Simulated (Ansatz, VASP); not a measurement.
# Bi2Se3: VASP beside Ansatz

INCAR

```
ALGO     = Normal         # electronic algorithm
EDIFF    = 1E-6           # SCF threshold, eV
ENCUT    = 520            # plane-wave cutoff, eV
GGA      = PS             # functional
ISIF     = 2              # what is computed and relaxed
ISMEAR   = 0              # smearing method
LASPH    = True           # aspherical terms in the spheres
LCHARG   = True           # write CHGCAR
LELF     = True           # ELF
LREAL    = False          # projectors in reciprocal space
LVHAR    = True         
LWAVE    = False          # write WAVECAR
NBANDS   = 32             # bands
NELM     = 60             # most SCF steps
PREC     = Accurate       # precision mode
SIGMA    = 0.03           # smearing width, eV
```

The input KPOINTS:

```
k-points
0
Gamma
  12 12 12
```

File POSCAR:

```
Bi2Se3
1.0
    1.9057793531      1.1003022225     10.3089564000
   -1.9057793531      1.1003022225     10.3089564000
    0.0000000000     -2.2006044450     10.3089564000
Bi Se
2 3
Direct
    0.4008000000      0.4008000000      0.4008000000
    0.5992000000      0.5992000000      0.5992000000
    0.0000000000      0.0000000000      0.0000000000
    0.2117000000      0.2117000000      0.2117000000
    0.7883000000      0.7883000000      0.7883000000
```

Input for Ansatz:

```yaml
crystal:
  lattice:
    - [1.9057793531, 1.1003022225, 10.3089564]
    - [-1.9057793531, 1.1003022225, 10.3089564]
    - [0.0, -2.200604445, 10.3089564]
  atoms:
    - { symbol: Bi, position: [0.4008, 0.4008, 0.4008] }
    - { symbol: Bi, position: [0.5992, 0.5992, 0.5992] }
    - { symbol: Se, position: [0.0, 0.0, 0.0] }
    - { symbol: Se, position: [0.2117, 0.2117, 0.2117] }
    - { symbol: Se, position: [0.7883, 0.7883, 0.7883] }
basis:
  ecutwfc: 420
kpoints:
  mp_grid: { grid: [12, 12, 12] }
hamiltonian:
  xc: pbesol
scf:
  occupations: { method: gaussian, width: 0.03 }
output:
  forces: true
  stress: true
  eigenvalues: true
```

Change from the starting cell: strain -0.080 along x and y, +0.080 along z, atoms carried along.

Alike in both runs: task single point; functional PBEsol; k mesh 12 × 12 × 12; occupations gaussian, width 0.03 eV; no spin polarisation.

|  | VASP | Ansatz |
| --- | --- | --- |
| version | VASP 6.6.1 | Ansatz 0.2.0 |
| potentials or method | VASP PAW PBE potentials, release 64 (Bi_d, Se), cutoff 520 eV | scalar-relativistic, plane waves, PAW |
| valence electrons in the cell | 48 | 78 |

Ansatz gave:

| Item | Value |
| --- | --- |
| gap on the k mesh at the Fermi level (eV) | none |
| pressure (GPa) | 6.2 |
| traceless stress, the component that is largest in VASP (GPa) | -5.30 |
| rms of the force components (eV/Å) | 0.271 |

Estimate VASP's values.

gap on the k mesh at the Fermi level (eV): none; pressure (GPa): 6.3; traceless stress, the component that is largest in VASP (GPa): -5.28; rms of the force components (eV/Å): 0.281.

VASP's potentials were made for PBE, not for PBEsol. Atom by atom the forces differ by 0.011 eV/Å (rms over components). A gap of «none» marks a metal or a gap that the smearing closes. VASP's potentials hold 48 valence electrons a cell and Ansatz's 78, so a difference there can come from the potentials and not from the codes.

Spin-orbit coupling is off throughout.
